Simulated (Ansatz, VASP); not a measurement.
One calculation of Mo, two programs

```
CELL_PARAMETERS angstrom
2.73551 0.00000 0.00000
-1.36776 2.36902 0.00000
0.00000 0.00000 2.55518
ATOMIC_POSITIONS crystal
Mo 0.00000 0.00000 0.50000
```

Alike in both runs: task single point; functional PBEsol; k mesh 9 × 9 × 8; occupations fermi-dirac, width 0.05 eV; no spin polarisation.

|  | VASP | Ansatz |
| --- | --- | --- |
| version | VASP 6.6.1 | Ansatz 0.2.0 |
| potentials or method | VASP PAW PBE potentials, release 64 (Mo_sv) | plane waves, PAW |
| plane-wave cutoff (eV) | 520 | 420 |
| valence electrons in the cell | 14 | 14 |

VASP gave:

```
pressure (GPa)                                                : -2.9
traceless stress, the component that is largest in VASP (GPa) : -0.84
```

Problem. Estimate Ansatz's values.

Solution. Pressure (GPa): -3.5; traceless stress, the component that is largest in VASP (GPa): -0.94.

VASP's potentials were made for PBE, not for PBEsol. With one functional, cell and mesh, what is left measures potentials, basis and numerics.
